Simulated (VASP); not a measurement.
# Rh: single point with PBE

Crystal: Rh.

```xyz
1
Lattice="2.6017 0.0000 0.0000 0.0000 2.6017 0.0000 0.0000 0.0000 2.6017" Properties=species:S:1:pos:R:3 pbc="T T T"
Rh    0.0000    0.0000    0.0000
```

This cell differs from its parent crystal: volume scaled by 1.08.

```json
{"Program": "VASP 6.6.1", "Task": "single point", "Functional": "PBE", "Potentials or basis": "VASP PAW PBE potentials, release 64 (Rh_pv)", "Cutoff": "520 eV", "k mesh": "14 × 14 × 14", "Occupations": "fermi-dirac, width 0.05 eV", "Spin": "collinear spin, ferromagnetic start", "Starting moments": "[1.0] μB"}
```

```yaml
Pressure: -11.7 GPa
Net_moment: 0.00 μB per cell
Valence_electrons_inside_the_program's_atomic_spheres: Rh 13.67
```

Levels at points of the mesh, in eV from the Fermi level:
Spin up:
| k point | band 4 | band 5 | band 6 | band 7 | band 8 | band 9 | band 10 | band 11 |
| --- | --- | --- | --- | --- | --- | --- | --- | --- |
| (0.00, 0.00, 0.00) | -6.23 | -4.53 | -4.53 | 0.65 | 0.65 | 0.65 | 16.23 | 16.23 |
| (0.50, 0.00, 0.00) | -3.99 | -3.92 | -1.19 | -1.19 | 0.20 | 0.82 | 5.59 | 17.36 |
| (0.50, 0.50, 0.00) | -4.90 | -3.27 | -0.84 | -0.84 | 2.01 | 5.45 | 5.45 | 12.36 |
| (0.50, 0.50, 0.50) | -3.90 | -3.90 | -3.90 | 2.13 | 2.13 | 10.33 | 11.34 | 11.34 |
Spin down:
```tsv
k point	band 5	band 6	band 7	band 8	band 9	band 10
(0.00, 0.00, 0.00)	-4.53	-4.53	0.65	0.65	0.65	16.23
(0.50, 0.00, 0.00)	-3.92	-1.18	-1.18	0.20	0.82	5.59
(0.50, 0.50, 0.00)	-3.27	-0.84	-0.84	2.01	5.45	5.45
(0.50, 0.50, 0.50)	-3.90	-3.90	2.13	2.13	10.33	11.34
```

Run time: 50 s on 1 thread of Intel(R) Xeon(R) Platinum 8259CL CPU @ 2.50GHz (Skylake/Cascade Lake) (shared host), peak memory 0.17 GiB.
